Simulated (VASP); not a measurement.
# Re (P6_3/mmc) in VASP: a series of runs

Runs on Re. Level: r2SCAN. Tasks: single point.

Program: VASP 6.6.1. These are calculated values, not measurements. Logs are shortened: lines on timing, memory, paths and dates and some standing lists are left out, and cuts for length are marked.

## Step 1: The cell of the first run

It takes space group P6_3/mmc (No. 194, hexagonal). Conventional cell: a = 2.919 Å, b = 2.919 Å, c = 4.014 Å, α = 90.00°, β = 90.00°, γ = 120.00°. Within 3.5 Å of Re (site symmetry -6m2) lie 12 Re at 2.62 to 2.92 Å.

## Step 2: Single point, r2SCAN

POSCAR

```
Re
1.0
    2.9192748896      0.0000000000      0.0000000000
   -1.4596374448      2.5281662150      0.0000000000
    0.0000000000      0.0000000000      4.0142168672
Re
2
Direct
    0.3333333333      0.6666666667      0.2500000000
    0.6666666667      0.3333333333      0.7500000000
```

INCAR.step1

```
  PREC = Accurate
  ENCUT = 520
  ISMEAR = 0
  SIGMA = 0.15
  LREAL = F
  LASPH = T
  NELM = 100
  NBANDS = 14
  GGA = PE
  ALGO = Normal
  EDIFF = 1E-4
  LWAVE = T
  LCHARG = F
```

INCAR.step2

```
  PREC = Accurate
  ENCUT = 520
  EDIFF = 1E-7
  ISMEAR = 0
  SIGMA = 0.15
  LREAL = F
  LASPH = T
  NELM = 100
  ALGO = Normal
  ISIF = 2
  LWAVE = F
  LCHARG = T
  METAGGA = R2SCAN
  LMIXTAU = T
  LELF = T
  LVHAR = T
  NBANDS = 14
  ISTART = 1
```

KPOINTS

```
Automatic mesh
0
Gamma
  21 21 12
```

Potentials or basis: VASP PAW PBE potentials, release 64 (Re).

Run with:

```
cat potpaw_PBE.64/Re/POTCAR > POTCAR
cp INCAR.step1 INCAR
mpirun -np 1 vasp_std > vasp.out
cp INCAR.step2 INCAR
mpirun -np 1 vasp_std > vasp.out
```

OUTCAR:

```text
PREC = Accurate
   ENCUT = 520
   EDIFF = 1E-7
   ISMEAR = 0
   LREAL = F
   LASPH = T
   NELM = 100
   ISIF = 2
   METAGGA = R2SCAN
   ISTART = 1

 ion  position               nearest neighbor table
   1  0.333  0.667  0.250-   2 2.62   2 2.62   2 2.62   2 2.62   2 2.62   2 2.62
   2  0.667  0.333  0.750-   1 2.62   1 2.62   1 2.62   1 2.62   1 2.62   1 2.62

  LATTYP: Found a hexagonal cell.
 ALAT       =     2.9192748896
 C/A-ratio  =     1.3750732696

  Lattice vectors:

 A1 = (   2.9192748896,   0.0000000000,   0.0000000000)
 A2 = (  -1.4596374448,   2.5281662150,   0.0000000000)
 A3 = (   0.0000000000,   0.0000000000,   4.0142168672)

Analysis of symmetry for initial positions (statically):
=====================================================================
 Subroutine PRICEL returns:
 Original cell was already a primitive cell.

 Routine SETGRP: Setting up the symmetry group for a
 hexagonal supercell.

 Subroutine GETGRP returns: Found 24 space group operations
 (whereof 12 operations were pure point group operations)
 out of a pool of 24 trial point group operations.

The static configuration has the point symmetry D_3d.
 The point group associated with its full space group is D_6h.

Analysis of symmetry for dynamics (positions and initial velocities):
=====================================================================
 Subroutine PRICEL returns:
 Original cell was already a primitive cell.

 Routine SETGRP: Setting up the symmetry group for a
 hexagonal supercell.

 Subroutine GETGRP returns: Found 24 space group operations
 (whereof 12 operations were pure point group operations)
 out of a pool of 24 trial point group operations.

The dynamic configuration has the point symmetry D_3d.
 The point group associated with its full space group is D_6h.

 Subroutine INISYM returns: Found 24 space group operations
 (whereof 12 operations are pure point group operations),
 and found     1 'primitive' translations

----------------------------------------------------------------------------------------

                                     Primitive cell

  volume of cell :      29.6266

  direct lattice vectors                    reciprocal lattice vectors
     2.919274890  0.000000000  0.000000000     0.342550818  0.197771807  0.000000000
    -1.459637445  2.528166215  0.000000000     0.000000000  0.395543613  0.000000000
     0.000000000  0.000000000  4.014216867     0.000000000  0.000000000  0.249114593

  length of vectors
     2.919274890  2.919274890  4.014216867     0.395543613  0.395543613  0.249114593

  position of ions in fractional coordinates (direct lattice)
     0.333333333  0.666666667  0.250000000
     0.666666667  0.333333333  0.750000000

  ion indices of the primitive-cell ions
   primitive index   ion index
                 1           1
                 2           2

----------------------------------------------------------------------------------------

 KPOINTS: Automatic mesh

Automatic generation of k-mesh.
 Grid dimensions read from file:
 generate k-points for:   21   21   12

 Generating k-lattice:

  Cartesian coordinates                     Fractional coordinates (reciprocal lattice)
     0.016311944  0.009417705  0.000000000     0.047619048  0.000000000  0.000000000
     0.000000000  0.018835410  0.000000000     0.000000000  0.047619048  0.000000000
     0.000000000  0.000000000  0.020759549     0.000000000  0.000000000  0.083333333

  Length of vectors
     0.018835410  0.018835410  0.020759549

  Shift w.r.t. Gamma in fractional coordinates (k-lattice)
     0.000000000  0.000000000  0.000000000

 Subroutine IBZKPT returns following result:
 ===========================================

 Found    336 irreducible k-points:

 Following reciprocal coordinates:
            Coordinates               Weight
  0.000000  0.000000  0.000000      1.000000
  0.047619 -0.000000  0.000000      6.000000
  0.095238  0.000000  0.000000      6.000000
  0.142857  0.000000  0.000000      6.000000
  0.190476  0.000000  0.000000      6.000000
  0.238095  0.000000  0.000000      6.000000
[... 16 lines left out ...]
  0.142857  0.095238  0.000000     12.000000
  0.190476  0.095238  0.000000     12.000000
 [... further k-points ...]
   k-points           NKPTS =    336   k-points in BZ     NKDIM =    336   number of bands    NBANDS=     14
   number of dos      NEDOS =    301   number of ions     NIONS =      2
   total plane-waves  NPLWV =  17280
   dimension x,y,z NGX =    24 NGY =   24 NGZ =   30
   dimension x,y,z NGXF=    48 NGYF=   48 NGZF=   60
   ions per type =               2
   NGX,Y,Z   is equivalent  to a cutoff of  13.67, 13.67, 12.42 a.u.
   NGXF,Y,Z  is equivalent  to a cutoff of  27.33, 27.33, 24.85 a.u.
 SYSTEM =  unknown system
   PREC   = accura    normal or accurate (medium, high low for compatibility)
   ISTART =      1    job   : 0-new  1-cont  2-samecut
   ICHARG =      0    charge: 1-file 2-atom 10-const
   ISPIN  =      1    spin polarized calculation?
   LNONCOLLINEAR =      F non collinear calculations
   LSORBIT =      F    spin-orbit coupling
   LASPH  =      T    aspherical Exc in radial PAW
   ENCUT  =  520.0 eV  38.22 Ry    6.18 a.u.   5.43  5.43  7.46*2*pi/ulx,y,z
   NELM   =    100;   NELMIN=  2; NELMDL=  0     # of ELM steps
   EDIFF  = 0.1E-06   stopping-criterion for ELM
   LREAL  =      F    real-space projection
   EDIFFG = 0.1E-05   stopping-criterion for IOM
   NSW    =      0    number of steps for IOM
   IBRION =     -1    ionic relax: 0-MD 1-quasi-New 2-CG
   NFREE  =      0    steps in history (QN), initial steepest desc. (CG)
   ISIF   =      2    stress and relaxation
   ISYM   =      2    0-nonsym 1-usesym 2-fastsym
   POTIM  = 0.5000    time-step for ionic-motion
   TEBEG  =    0.0;   TEEND  =   0.0 temperature during run
   PSTRESS=    0.0 pullay stress
   NELECT =      14.0000    total number of electrons
   NUPDOWN=      -1.0000    fix difference up-down
   EMIN   =  10.00;   EMAX   =-10.00  energy-range for DOS
   EFERMI =   0.00;   METHOD = LEGACY
   ISMEAR =     0;   SIGMA  =   0.15  broadening in eV -4-tet -1-fermi 0-gaus
   EFERMI_NEDOS =   21; number of points for ismear=-14 and -15
   IALGO  =     38    algorithm
   IMIX   =      4    mixing-type and parameters
     AMIX     =   0.40;   BMIX     =  1.00
     AMIX_MAG =   1.60;   BMIX_MAG =  1.00
  volume/ion in A,a.u.               =      14.81        99.96
  Fermi-wavevector in a.u.,A,eV,Ry     =   1.275138  2.409661 22.122743  1.625976
  Thomas-Fermi vector in A             =   2.407867
   LORBIT       =      0    0 simple, 1 ext, 2 COOP (PROOUT), +10 PAW based schemes
   METAGGA = R2SCAN    functional components
   LHFCALC =     F    Hartree Fock is set to
   AEXX    =    0.0000 exact exchange contribution
   IVDW    =     0    specifies the selected vdW correction
   LEPSILON=     F    determine dielectric tensor
   LRPA    =     F    only Hartree local field effects (RPA)
 non-spin polarized calculation
 Gauss-broadening in eV      SIGMA  =   0.15
  energy-cutoff  :      520.00
  volume of cell :       29.63
 maximum number of plane-waves:       831
 NGX is ok and might be reduce to    24
   NGX = 11   NGY = 11   NGZ = 15

 number of electron      13.9999999 magnetization

 Free energy of the ion-electron system (eV)
  ---------------------------------------------------
  ext. energy  EPLUGINS =         0.00000000
  ---------------------------------------------------
  free energy    TOTEN  =      -104.33333063 eV

  energy without entropy =     -104.30669710  energy(sigma->0) =     -104.32001386

 E-fermi :   7.7793     XC(G=0): -14.8973

 val. band max:        7.7734845931   @ k =   0.3333   0.1429   0.0833
 cond. band min:       7.7831396636   @ k =   0.4762   0.0476   0.4167
 fundamental gap:      0.0096550706
 Fermi energy:         7.7792621553

 k-point     1 :       0.0000    0.0000    0.0000
  band No.  band energies     occupation
      1      -2.6468      2.00000
      2       0.8397      2.00000
      3       5.6546      2.00000
      4       5.6546      2.00000
      5       6.3526      2.00000
      6       6.3526      2.00000
      7       7.0264      2.00000
      8       7.0264      2.00000
      9       8.0471      0.01157
     10      10.3087      0.00000
     11      11.0586      0.00000
     12      11.0586      0.00000
     13      19.8743      0.00000
     14      21.8511      0.00000

 k-point     2 :       0.0476   -0.0000    0.0000
  band No.  band energies     occupation
      1      -2.5608      2.00000
      2       0.9042      2.00000
      3       5.5043      2.00000
      4       5.7288      2.00000
      5       6.2858      2.00000
      6       6.2873      2.00000
      7       6.9835      2.00000
      8       7.0922      2.00000
      9       8.1755      0.00019
     10       9.5565      0.00000
     11      11.1280      0.00000
     12      11.9495      0.00000
     13      19.9171      0.00000
     14      22.0203      0.00000

 k-point     3 :       0.0952    0.0000    0.0000
  band No.  band energies     occupation
      1      -2.3070      2.00000
      2       1.0880      2.00000
      3       5.1400      2.00000
      4       5.9493      2.00000
      5       6.0629      2.00000
      6       6.1079      2.00000
      7       6.8700      2.00000
      8       7.2873      2.00000
      9       8.4883      0.00000
     10       8.7232      0.00000
     11      11.3186      0.00000
     12      13.2203      0.00000
     13      20.0175      0.00000
     14      22.5018      0.00000
[... 324 lines left out ...]
 k-point    23 :       0.1429    0.0952    0.0000
  band No.  band energies     occupation
      1      -1.1329      2.00000
      2       1.8060      2.00000
      3       4.0653      2.00000
      4       4.7857      2.00000
      5       5.5478      2.00000
      6       6.5726      2.00000
      7       7.1008      2.00000
      8       7.6987      1.55275
      9       8.2215      0.00003
     10       9.4650      0.00000
     11      11.9937      0.00000
     12      16.4945      0.00000
     13      20.0737      0.00000
     14      23.5297      0.00000

 k-point    24 :       0.1905    0.0952    0.0000
  band No.  band energies     occupation
      1      -0.5133      2.00000
      2       2.0377      2.00000
      3       3.7832      2.00000
      4       4.1923      2.00000
      5       5.3156      2.00000
      6       6.5842      2.00000
      7       7.5375      1.97738
      8       7.7501      1.21689
      9       8.7349      0.00000
     10       9.8922      0.00000
     11      12.2706      0.00000
     12      17.8220      0.00000
     13      19.8645      0.00000
     14      22.2932      0.00000

 [... further k-points ...]

------------------------ aborting loop because EDIFF is reached ----------------------------------------

  FORCE on cell =-STRESS in cart. coord.  units (eV):
  Direction    XX          YY          ZZ          XY          YZ          ZX
  --------------------------------------------------------------------------------------
  -------------------------------------------------------------------------------------
  Total       -2.0035962     -2.0035962      7.1716424     -0.0000000      0.0000000      0.0000000
  in kB     -108.3525981   -108.3525981    387.8356801     -0.0000000      0.0000000      0.0000000
  external PRESSURE =      57.0434947 kB  Pullay stress =       0.0000000 kB

 VOLUME and BASIS-vectors are now :
 -----------------------------------------------------------------------------
  energy-cutoff  :      520.00
  volume of cell :       29.63
      direct lattice vectors                 reciprocal lattice vectors
     2.919274890  0.000000000  0.000000000     0.342550818  0.197771807  0.000000000
    -1.459637445  2.528166215  0.000000000     0.000000000  0.395543613  0.000000000
     0.000000000  0.000000000  4.014216867     0.000000000  0.000000000  0.249114593

 POSITION                                       TOTAL-FORCE (eV/Angst)
 -----------------------------------------------------------------------------------
     -0.00000      1.68544      1.00355        -0.000000      0.000000      0.000000
      1.45964      0.84272      3.01066         0.000000     -0.000000      0.000000
 -----------------------------------------------------------------------------------
    total drift:                               -0.000000      0.000000     -0.000000

  FREE ENERGIE OF THE ION-ELECTRON SYSTEM (eV)
  ---------------------------------------------------
  free  energy   TOTEN  =      -104.3333306328 eV

  energy  without entropy=     -104.3066970965  energy(sigma->0) =     -104.32001386
```

It took 9.8 min on 1 thread of Oxide Virtual Turin-like, shared host; peak memory 0.22 GiB.

Results:

* Free energy: -104.3333 eV
* Pressure: 5.7 GPa
* Band gap on the k mesh: zero (bands 7 and 8 overlap by 2.96 eV)

Stress tensor (GPa, compression positive):
```
-10.84   0.00   0.00
  0.00 -10.84   0.00
  0.00   0.00  38.78
```

Caveat: the stress differs along the axes, from -11 to 39 GPa; the PAW data sets were made with another functional, which shifts forces and pressure a little; spin-orbit coupling is left out, which moves the levels of the heavy elements.

(Part 1 of 2 ends here.)
